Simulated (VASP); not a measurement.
Write the native input for VASP 6.6.1 that does the following.

```yaml
Task: single point
Functional: PBE
Dispersion: D3(BJ)
Potentials_or_basis: VASP PAW PBE potentials, release 64 (In_d, Sb, Mo_sv, O)
Cutoff: 520 eV
k_mesh: 4 × 4 × 2
Occupations: gaussian, width 0.1 eV
Spin: no spin polarisation
Dipole_correction: no
Further_INCAR_settings: LREAL = Auto; ALGO = Normal; EDIFF = 1e-06; NBANDS = 83
```

The structure of InSbMoO6 (base) lies in POSCAR:

```
InSbMoO6
1.0
    5.1634000000      0.0000000000      0.0000000000
    0.0000000000      5.3550000000      0.0000000000
    0.0000000000      0.0000000000      9.0067000000
In Sb Mo O
2 2 2 12
Direct
    0.0000000000      0.5000000000      0.5236300000
    0.5000000000      0.0000000000      0.4763700000
    0.0000000000      0.0000000000      0.7447700000
    0.5000000000      0.5000000000      0.2552300000
    0.5000000000      0.5000000000      0.8101300000
    0.0000000000      0.0000000000      0.1898700000
    0.2223000000      0.1742000000      0.6090000000
    0.7777000000      0.8258000000      0.6090000000
    0.7223000000      0.3258000000      0.3910000000
    0.2777000000      0.6742000000      0.3910000000
    0.2392000000      0.6792000000      0.7114000000
    0.7608000000      0.3208000000      0.7114000000
    0.7392000000      0.8208000000      0.2886000000
    0.2608000000      0.1792000000      0.2886000000
    0.3474000000      0.2858000000      0.9290000000
    0.6526000000      0.7142000000      0.9290000000
    0.8474000000      0.2142000000      0.0710000000
    0.1526000000      0.7858000000      0.0710000000
```

These files were run (other wordings do the same):

INCAR

```
SYSTEM = InSbMoO6
  PREC = Accurate
  ENCUT = 520
  EDIFF = 1E-6
  ISMEAR = 0
  SIGMA = 0.1
  LREAL = Auto
  LASPH = .True.
  NELM = 80
  ALGO = Normal
  ISIF = 2
  LWAVE = .False.
  LCHARG = .False.
  GGA = PE
  IVDW = 12
  NBANDS = 83
```

KPOINTS

```
Automatic mesh
0
Gamma
  4 4 2
  0 0 0
```

Potentials or basis: VASP PAW PBE potentials, release 64 (In_d, Sb, Mo_sv, O).

Command:

```bash
$ cat potpaw_PBE.64/In_d/POTCAR potpaw_PBE.64/Sb/POTCAR potpaw_PBE.64/Mo_sv/POTCAR potpaw_PBE.64/O/POTCAR > POTCAR
$ mpirun -np 1 vasp_std > vasp.out
```

It gave:

```json
{"Pressure": "5.1 GPa", "Largest force": "5.297 eV/Å", "Band gap on the k mesh": "1.67 eV, indirect (least direct gap 2.11 eV)", "Dispersion energy per atom": "-0.222 eV"}
```

Caveat: spin-orbit coupling is left out, which moves the levels of the heavy elements; forces of over 1 eV/Å act on the atoms, so gaps and moduli don't describe the material at rest.

Wall time 16 min on 1 thread of Oxide Virtual Turin-like Processor, with other jobs on the host, peak memory 0.43 GiB.
